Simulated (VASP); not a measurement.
Write the native input for VASP 6.6.1 that does the following.

* Task: single point
* Functional: PBE
* Potentials or basis: VASP PAW PBE potentials, release 64 (Sn_d)
* Cutoff: 520 eV
* k mesh: 10 × 10 × 10
* Occupations: methfessel-paxton, width 0.1 eV
* Spin: no spin polarisation
* Dipole correction: no
* Further INCAR settings: ALGO = Normal; EDIFF = 1e-06; NBANDS = 21

The structure of Sn lies in POSCAR:

```
Sn
1.0
   -2.8934534773      2.8934534773      1.5795050596
    2.8934534773     -2.8934534773      1.5795050596
    2.8934534773      2.8934534773     -1.5795050596
Sn
2
Direct
    0.0000000000      0.0000000000      0.0000000000
    0.7500000000      0.2500000000      0.5000000000
```

The input as run:

INCAR

```
SYSTEM = Sn
  ALGO = Normal
  EDIFF = 1E-6
  ENCUT = 520
  GGA = PE
  ISIF = 2
  ISMEAR = 1
  LASPH = .TRUE.
  LCHARG = .FALSE.
  LREAL = .FALSE.
  LWAVE = .FALSE.
  NBANDS = 21
  NELM = 60
  PREC = Accurate
  SIGMA = 0.1
```

KPOINTS

```
k-points
0
G
  10 10 10
  0 0 0
```

Potentials or basis: VASP PAW PBE potentials, release 64 (Sn_d).

The run is started by

```sh
$ cat potpaw_PBE.64/Sn_d/POTCAR > POTCAR
$ mpirun -np 1 vasp_std > vasp.out
```

Results of the run:

```yaml
Pressure: 4.0 GPa
Band_gap_on_the_k_mesh: zero (bands 14 and 15 overlap by 4.01 eV)
```

Caveat: the cell stands under pressure; spin-orbit coupling is left out, which moves the levels of the heavy elements.

Run time: 2.5 min on 1 thread of AMD EPYC 7R13, with other jobs on the host, peak memory 0.25 GiB.
